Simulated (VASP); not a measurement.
Here is a VASP 6.6.1 calculation.

INCAR

```
SYSTEM = ZnCu3
  ALGO = Normal
  DIPOL = 0.5 0.5 0.500
  EDIFF = 1E-7
  ENCUT = 520
  GGA = PE
  IDIPOL = 3
  ISIF = 2
  ISMEAR = -1
  LASPH = .TRUE.
  LCHARG = .FALSE.
  LDIPOL = .TRUE.
  LREAL = .FALSE.
  LWAVE = .FALSE.
  NBANDS = 30
  NELM = 100
  PREC = Accurate
  SIGMA = 0.1
```

Contents of KPOINTS:

```
k-points
0
G
  15 15 1
  0 0 0
```

POSCAR

```
ZnCu3
1.0
    2.5665139637      0.0000000000      0.0000000000
   -1.2832569818      2.2226662917      0.0000000000
    0.0000000000      0.0000000000     22.2866000000
Zn Cu
1 3
Direct
    0.0000000000      0.0000000000      0.3602342432
    0.3333333333      0.6666666667      0.4531632598
    0.6666666667      0.3333333333      0.5468367274
    0.0000000000      0.0000000000      0.6397657690
```

Potentials or basis: VASP PAW PBE potentials, release 64 (Zn, Cu).

Command:

```bash
$ cat potpaw_PBE.64/Zn/POTCAR potpaw_PBE.64/Cu/POTCAR > POTCAR
$ mpirun -np 1 vasp_std > vasp.out
```

Q: Predict the largest force.

A: 0.684 eV/Å.

Q: What does it give for the band gap on the k mesh?

A: Zero (an odd number of electrons rules out a gap without spin polarisation).

Forces on the atoms (eV/Å):
```
Zn   0.000  0.000 -0.684
Cu   0.000  0.000  0.626
Cu   0.000  0.000 -0.006
Cu   0.000  0.000  0.065
```
